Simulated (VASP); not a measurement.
# Pd in VASP: relaxation of the atoms with PBE

Aim: the relaxation of the atoms of Pd with PBE.

Everything below comes from runs of VASP 6.6.1. Logs are shortened: lines on timing, memory, paths and dates and some standing lists are left out, and cuts for length are marked.

## 1. The cell of the first run

The cell holds a slab with vacuum, 3 atoms: a = 2.789 Å, b = 2.789 Å, c = 19.944 Å, α = 90.00°, β = 90.00°, γ = 90.00°.

## 2. Relaxation of the atoms, PBE

INCAR

```
SYSTEM = Pd
PREC = Accurate
ENCUT = 450
EDIFF = 1E-7
ISMEAR = -1
SIGMA = 0.05
LREAL = .False.
LASPH = .True.
NELM = 120
ALGO = Normal
ISIF = 2
LWAVE = .False.
LCHARG = .False.
LDIPOL = .True.
IDIPOL = 3
DIPOL = 0.5 0.5 0.500
GGA = PE
IBRION = 2
NSW = 32
EDIFFG = -0.01
GGA_COMPAT = .False.
NELMIN = 4
NELMDL = -8
```

KPOINTS

```
Automatic mesh
0
Gamma
  12 12 1
  0 0 0
```

POSCAR

```
Pd
1.0
    2.7888697467      0.0000000000      0.0000000000
    0.0000000000      2.7888697467      0.0000000000
    0.0000000000      0.0000000000     19.9441000000
Pd
3
Direct
    0.0000000000      0.0000000000      0.4027983877
    0.5000000000      0.5000000000      0.4999999981
    0.0000000000      0.0000000000      0.5972016142
```

Potentials or basis: VASP PAW PBE potentials, release 64 (Pd).

Command:

```console
> cat potpaw_PBE.64/Pd/POTCAR > POTCAR
> mpirun -np 1 vasp_std > vasp.out
```

OUTCAR:

```text
SYSTEM = Pd
   PREC = Accurate
   ENCUT = 450
   EDIFF = 1E-7
   ISMEAR = -1
   LREAL = .False.
   LASPH = .True.
   NELM = 120
   ISIF = 2
   GGA = PE
   IBRION = 2
   NSW = 32
   EDIFFG = -0.01
   NELMIN = 4
   NELMDL = -8

 ion  position               nearest neighbor table
   1  0.000  0.000  0.403-   2 2.77   2 2.77   2 2.77   2 2.77
   2  0.500  0.500  0.500-   1 2.77   1 2.77   1 2.77   1 2.77   3 2.77   3 2.77   3 2.77   3 2.77

   3  0.000  0.000  0.597-   2 2.77   2 2.77   2 2.77   2 2.77

  LATTYP: Found a simple tetragonal cell.
 ALAT       =     2.7888697467
 C/A-ratio  =     7.1513200011

  Lattice vectors:

 A1 = (   2.7888697467,   0.0000000000,   0.0000000000)
 A2 = (   0.0000000000,   2.7888697467,   0.0000000000)
 A3 = (   0.0000000000,   0.0000000000,  19.9441000000)

Analysis of symmetry for initial positions (statically):
=====================================================================
 Subroutine PRICEL returns:
 Original cell was already a primitive cell.

 Routine SETGRP: Setting up the symmetry group for a
 simple tetragonal supercell.

 Subroutine GETGRP returns: Found 16 space group operations
 (whereof 16 operations were pure point group operations)
 out of a pool of 16 trial point group operations.

The static configuration has the point symmetry D_4h.

Analysis of symmetry for dynamics (positions and initial velocities):
=====================================================================
 Subroutine PRICEL returns:
 Original cell was already a primitive cell.

 Routine SETGRP: Setting up the symmetry group for a
 simple tetragonal supercell.

 Subroutine GETGRP returns: Found 16 space group operations
 (whereof 16 operations were pure point group operations)
 out of a pool of 16 trial point group operations.

The dynamic configuration has the point symmetry D_4h.

 Subroutine INISYM returns: Found 16 space group operations
 (whereof 16 operations are pure point group operations),
 and found     1 'primitive' translations

----------------------------------------------------------------------------------------

                                     Primitive cell

  volume of cell :     155.1211

  direct lattice vectors                    reciprocal lattice vectors
     2.788869747  0.000000000  0.000000000     0.358568198  0.000000000  0.000000000
     0.000000000  2.788869747  0.000000000     0.000000000  0.358568198  0.000000000
     0.000000000  0.000000000 19.944100000     0.000000000  0.000000000  0.050140142

  length of vectors
     2.788869747  2.788869747 19.944100000     0.358568198  0.358568198  0.050140142

  position of ions in fractional coordinates (direct lattice)
     0.000000000  0.000000000  0.402798388
     0.500000000  0.500000000  0.499999998
     0.000000000  0.000000000  0.597201614

  ion indices of the primitive-cell ions
   primitive index   ion index
                 1           1
                 2           2
                 3           3

----------------------------------------------------------------------------------------

 KPOINTS: Automatic mesh

Automatic generation of k-mesh.
 Grid dimensions read from file:
 generate k-points for:   12   12    1

 Generating k-lattice:

  Cartesian coordinates                     Fractional coordinates (reciprocal lattice)
     0.029880683  0.000000000  0.000000000     0.083333333  0.000000000  0.000000000
     0.000000000  0.029880683  0.000000000     0.000000000  0.083333333  0.000000000
     0.000000000  0.000000000  0.050140142     0.000000000  0.000000000  1.000000000

  Length of vectors
     0.029880683  0.029880683  0.050140142

  Shift w.r.t. Gamma in fractional coordinates (k-lattice)
     0.000000000  0.000000000  0.000000000

 Subroutine IBZKPT returns following result:
 ===========================================

 Found     28 irreducible k-points:

 Following reciprocal coordinates:
            Coordinates               Weight
  0.000000  0.000000  0.000000      1.000000
  0.083333  0.000000  0.000000      4.000000
  0.166667  0.000000  0.000000      4.000000
  0.250000  0.000000  0.000000      4.000000
  0.333333  0.000000  0.000000      4.000000
  0.416667  0.000000  0.000000      4.000000
[... 16 lines left out ...]
  0.333333  0.333333  0.000000      4.000000
  0.416667  0.333333  0.000000      8.000000
 [... further k-points ...]
   k-points           NKPTS =     28   k-points in BZ     NKDIM =     28   number of bands    NBANDS=     19
   number of dos      NEDOS =    301   number of ions     NIONS =      3
   total plane-waves  NPLWV =  56000
   dimension x,y,z NGX =    20 NGY =   20 NGZ =  140
   dimension x,y,z NGXF=    40 NGYF=   40 NGZF=  280
   ions per type =               3
   NGX,Y,Z   is equivalent  to a cutoff of  11.92, 11.92, 11.67 a.u.
   NGXF,Y,Z  is equivalent  to a cutoff of  23.84, 23.84, 23.34 a.u.
 SYSTEM =  Pd
   PREC   = accura    normal or accurate (medium, high low for compatibility)
   ISTART =      0    job   : 0-new  1-cont  2-samecut
   ICHARG =      2    charge: 1-file 2-atom 10-const
   ISPIN  =      1    spin polarized calculation?
   LNONCOLLINEAR =      F non collinear calculations
   LSORBIT =      F    spin-orbit coupling
   LASPH  =      T    aspherical Exc in radial PAW
   ENCUT  =  450.0 eV  33.07 Ry    5.75 a.u.   4.82  4.82 34.50*2*pi/ulx,y,z
   NELM   =    120;   NELMIN=  4; NELMDL= -8     # of ELM steps
   EDIFF  = 0.1E-06   stopping-criterion for ELM
   LREAL  =      F    real-space projection
   EDIFFG = -.1E-01   stopping-criterion for IOM
   NSW    =     32    number of steps for IOM
   IBRION =      2    ionic relax: 0-MD 1-quasi-New 2-CG
   NFREE  =      1    steps in history (QN), initial steepest desc. (CG)
   ISIF   =      2    stress and relaxation
   ISYM   =      2    0-nonsym 1-usesym 2-fastsym
   POTIM  = 0.5000    time-step for ionic-motion
   TEBEG  =    0.0;   TEEND  =   0.0 temperature during run
   PSTRESS=    0.0 pullay stress
   NELECT =      30.0000    total number of electrons
   NUPDOWN=      -1.0000    fix difference up-down
   EMIN   =  10.00;   EMAX   =-10.00  energy-range for DOS
   EFERMI =   0.00;   METHOD = LEGACY
   ISMEAR =    -1;   SIGMA  =   0.05  broadening in eV -4-tet -1-fermi 0-gaus
   EFERMI_NEDOS =   21; number of points for ismear=-14 and -15
   IALGO  =     38    algorithm
   IMIX   =      4    mixing-type and parameters
     AMIX     =   0.40;   BMIX     =  1.00
     AMIX_MAG =   1.60;   BMIX_MAG =  1.00
  volume/ion in A,a.u.               =      51.71       348.94
  Fermi-wavevector in a.u.,A,eV,Ry     =   0.946727  1.789055 12.194804  0.896293
  Thomas-Fermi vector in A             =   2.074753
   LORBIT       =      0    0 simple, 1 ext, 2 COOP (PROOUT), +10 PAW based schemes
   GGA     = PE    functional components
   LHFCALC =     F    Hartree Fock is set to
   AEXX    =    0.0000 exact exchange contribution
   IVDW    =     0    specifies the selected vdW correction
   LEPSILON=     F    determine dielectric tensor
   LRPA    =     F    only Hartree local field effects (RPA)
 conjugate gradient relaxation of ions
 non-spin polarized calculation
  energy-cutoff  :      450.00
  volume of cell :      155.12
 maximum number of plane-waves:      3396
 NGX is ok and might be reduce to    20
   NGX =  9   NGY =  9   NGZ = 69

--------------------------------------- Ionic step        1  -------------------------------------------

 number of electron      29.9999998 magnetization

 Free energy of the ion-electron system (eV)
  ---------------------------------------------------
  ext. energy  EPLUGINS =         0.00000000
  ---------------------------------------------------
  free energy    TOTEN  =       -14.19395654 eV

  energy without entropy =      -14.13093237  energy(sigma->0) =      -14.16244445

------------------------ aborting loop because EDIFF is reached ----------------------------------------

  FORCE on cell =-STRESS in cart. coord.  units (eV):
  Direction    XX          YY          ZZ          XY          YZ          ZX
  --------------------------------------------------------------------------------------
  -------------------------------------------------------------------------------------
  Total       -2.0139879     -2.0139879     -0.0729066      0.0000000      0.0000000      0.0000000
  in kB      -20.8015904    -20.8015904     -0.7530205      0.0000000      0.0000000      0.0000000
  external PRESSURE =     -14.1187338 kB  Pullay stress =       0.0000000 kB

 VOLUME and BASIS-vectors are now :
 -----------------------------------------------------------------------------
  energy-cutoff  :      450.00
  volume of cell :      155.12
      direct lattice vectors                 reciprocal lattice vectors
     2.788869747  0.000000000  0.000000000     0.358568198  0.000000000  0.000000000
     0.000000000  2.788869747  0.000000000     0.000000000  0.358568198  0.000000000
     0.000000000  0.000000000 19.944100000     0.000000000  0.000000000  0.050140142
[... 38 lines left out ...]
 POSITION                                       TOTAL-FORCE (eV/Angst)
 -----------------------------------------------------------------------------------
      2.78887      0.00000      8.03422         0.000000     -0.000000      0.012210
      1.39443      1.39443      9.97205        -0.000000      0.000000      0.000000
      0.00000      0.00000     11.90988        -0.000000     -0.000000     -0.012210
 -----------------------------------------------------------------------------------
    total drift:                               -0.000000     -0.000000      0.000002

  FREE ENERGIE OF THE ION-ELECTRON SYSTEM (eV)
  ---------------------------------------------------
  free  energy   TOTEN  =       -14.1939787155 eV

  energy  without entropy=      -14.1309594592  energy(sigma->0) =      -14.16246909

--------------------------------------- Ionic step        3  -------------------------------------------

 number of electron      29.9999996 magnetization

 dipolmoment           0.000000      0.000000      0.000000 electrons x Angstroem

 Free energy of the ion-electron system (eV)
  ---------------------------------------------------
  ext. energy  EPLUGINS =         0.00000000
  ---------------------------------------------------
  free energy    TOTEN  =       -14.19399956 eV

  energy without entropy =      -14.13098723  energy(sigma->0) =      -14.16249339

 E-fermi :  -0.8598     XC(G=0):  -4.7156

 val. band max:       -0.8603483810   @ k =   0.1667   0.1667   0.0000
 cond. band min:      -0.8508139637   @ k =   0.5000   0.1667   0.0000
 fundamental gap:      0.0095344173
 Fermi energy:        -0.8598429820

 k-point     1 :       0.0000    0.0000    0.0000
  band No.  band energies     occupation
      1      -6.7657      2.00000
      2      -5.4128      2.00000
      3      -5.2924      2.00000
      4      -5.0221      2.00000
      5      -4.3811      2.00000
      6      -3.6390      2.00000
[... 11 lines left out ...]
     18      -0.1710      0.00000
     19       1.8032      0.00000
[... 485 lines left out ...]
 k-point    24 :       0.4167    0.3333    0.0000
  band No.  band energies     occupation
      1      -4.9960      2.00000
      2      -4.8845      2.00000
      3      -4.8444      2.00000
      4      -4.7435      2.00000
      5      -4.0042      2.00000
      6      -3.6319      2.00000
[... 11 lines left out ...]
     18       5.0949      0.00000
     19       6.2583      0.00000

 [... further k-points ...]

------------------------ aborting loop because EDIFF is reached ----------------------------------------

 vacuum level on the upper side and lower side of the slab       (xc-potential included)        -0.051        -0.051

  FORCE on cell =-STRESS in cart. coord.  units (eV):
  Direction    XX          YY          ZZ          XY          YZ          ZX
  --------------------------------------------------------------------------------------
  -------------------------------------------------------------------------------------
  Total       -1.9869200     -1.9869200     -0.0369660      0.0000000      0.0000000      0.0000000
  in kB      -20.5220179    -20.5220179     -0.3818054      0.0000000      0.0000000      0.0000000
  external PRESSURE =     -13.8086137 kB  Pullay stress =       0.0000000 kB

 VOLUME and BASIS-vectors are now :
 -----------------------------------------------------------------------------
  energy-cutoff  :      450.00
  volume of cell :      155.12
      direct lattice vectors                 reciprocal lattice vectors
     2.788869747  0.000000000  0.000000000     0.358568198  0.000000000  0.000000000
     0.000000000  2.788869747  0.000000000     0.000000000  0.358568198  0.000000000
     0.000000000  0.000000000 19.944100000     0.000000000  0.000000000  0.050140142

 POSITION                                       TOTAL-FORCE (eV/Angst)
 -----------------------------------------------------------------------------------
      0.00000      0.00000      8.03528        -0.000000      0.000000      0.006561
      1.39443      1.39443      9.97205        -0.000000      0.000000      0.000000
      0.00000      0.00000     11.90882         0.000000      0.000000     -0.006561
 -----------------------------------------------------------------------------------
    total drift:                               -0.000000      0.000000      0.000002

  FREE ENERGIE OF THE ION-ELECTRON SYSTEM (eV)
  ---------------------------------------------------
  free  energy   TOTEN  =       -14.1939995592 eV

  energy  without entropy=      -14.1309872273  energy(sigma->0) =      -14.16249339

 reached required accuracy - stopping structural energy minimisation

 vacuum level on the upper side and lower side of the slab         4.192         4.192
```

Run time: 2.5 min. Hardware: 1 thread of AMD EPYC 7R13 (Zen 3), shared host; peak memory 0.22 GiB.

Results:

```yaml
Free_energy: -14.1940 eV
Energy_gained_by_relaxing: 0.0 meV/atom
Ionic_steps: 3
Largest_force_after_relaxing: 0.007 eV/Å
Band_gap_on_the_k_mesh: zero (bands 15 and 16 overlap by 0.71 eV)
```

Forces in eV/Å, atoms in the order of the input:
```
Pd   0.000  0.000  0.007
Pd   0.000  0.000  0.000
Pd   0.000  0.000 -0.007
```

Final structure:
```
Pd
1.0
     2.78887    0.00000    0.00000
     0.00000    2.78887    0.00000
     0.00000    0.00000   19.94410
Pd
3
Direct
  0.00000 0.00000 0.40289
  0.50000 0.50000 0.50000
  0.00000 0.00000 0.59711
```

Levels at points of the mesh, in eV from the Fermi level:
```tsv
k point	band 12	band 13	band 14	band 15	band 16	band 17	band 18	band 19
(0.00, 0.00, 0.00)	-0.93	-0.90	-0.32	0.01	0.06	0.06	0.69	2.66
(0.50, 0.00, 0.00)	-0.70	-0.28	-0.25	-0.03	1.81	2.21	2.33	5.05
(0.50, 0.50, 0.00)	-0.16	0.30	0.54	0.54	4.77	4.77	7.86	7.86
```
